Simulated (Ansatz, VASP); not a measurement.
**WC: VASP beside Ansatz**

File POSCAR:

```
WC
1.0
    2.9240291800      0.0000000000      0.0000000000
   -1.4620145900      2.5322876700      0.0000000000
    0.0000000000      0.0000000000      2.8558082200
W C
1 1
Direct
    0.0000000000      0.0000000000      0.0000000000
    0.6667000000      0.3333000000      0.5000000000
```

File INCAR.step1:

```
SYSTEM = WC
PREC     = Accurate       ! precision mode
ENCUT    = 520            ! plane-wave cutoff, eV
ISMEAR   = -1             ! smearing method
SIGMA    = 0.0801         ! smearing width, eV
LREAL    = .False.        ! projectors in reciprocal space
LASPH    = .True.         ! aspherical terms in the spheres
NELM     = 80             ! most SCF steps
NBANDS   = 16             ! bands
GGA      = PE             ! functional
ALGO     = Normal         ! electronic algorithm
EDIFF    = 1E-4           ! SCF threshold, eV
LWAVE    = .True.         ! write WAVECAR
LCHARG   = .False.        ! write CHGCAR
```

INCAR.step2

```
SYSTEM = WC
PREC     = Accurate       ! precision mode
ENCUT    = 520            ! plane-wave cutoff, eV
EDIFF    = 1E-6           ! SCF threshold, eV
ISMEAR   = -1             ! smearing method
SIGMA    = 0.0801         ! smearing width, eV
LREAL    = .False.        ! projectors in reciprocal space
LASPH    = .True.         ! aspherical terms in the spheres
NELM     = 80             ! most SCF steps
ALGO     = Normal         ! electronic algorithm
ISIF     = 2              ! what is computed and relaxed
LWAVE    = .False.        ! write WAVECAR
LCHARG   = .False.        ! write CHGCAR
METAGGA  = R2SCAN         ! meta-GGA
LMIXTAU  = .True.       
NBANDS   = 16             ! bands
ISTART   = 1
```

KPOINTS

```
regular mesh
0
Gamma
  13 13 12
  0 0 0
```

Input for Ansatz:

```yaml
crystal:
  lattice:
    - [2.92402918, 0.0, 0.0]
    - [-1.46201459, 2.53228767, 0.0]
    - [0.0, 0.0, 2.85580822]
  atoms:
    - { symbol: W, position: [0.0, 0.0, 0.0] }
    - { symbol: C, position: [0.6667, 0.3333, 0.5] }
  symmetry: { tolerance: 0.0003 }
kpoints:
  mp_grid: { grid: [13, 13, 12], shift: [0, 0, 0] }
magnetization:
  spin_polarized: false
scf:
  occupations: { method: fermi_dirac, width: 0.0801 }
  lower_state_search: "off"
  max_iter: 200
hamiltonian:
  pseudopotentials: { kind: paw }
  xc: r2scan
basis:
  ecutwfc: 500
  fft_grid_basis: typed
output:
  forces: true
  stress: true
  eigenvalues: true
  bader: true
  populations: true
  elf: true
  write_potential: true
  volumetric_format: npy
  dos:
    e_range: [-12, 8]
    de: 0.05
    projected: { site_lists: { C: [C], W: [W] } }
checkpoint:
  read: saved_state
```

Alike in both runs: task single point; functional r2SCAN; k mesh 13 × 13 × 12; occupations fermi-dirac, width 0.0801 eV; no spin polarisation.

|  | VASP | Ansatz |
| --- | --- | --- |
| version | VASP 6.6.1 | Ansatz 0.2.0 |
| potentials or method | VASP PAW PBE potentials, release 64 (W_sv, C), cutoff 520 eV | PAW plane waves |
| valence electrons in the cell | 18 | 18 |

VASP gave:

* pressure (GPa): -4.3
* traceless stress, the component that is largest in VASP (GPa): -1.98

Q: Estimate Ansatz's values.

A: Pressure (GPa): -6.0; traceless stress, the component that is largest in VASP (GPa): -2.18.

VASP's potentials were made for PBE, not for r2SCAN. The functional is the same, so the differences come from potentials, cutoffs and numerics. Ansatz's warnings: structure snapped to symmetry.

Neither program's run includes spin-orbit coupling.
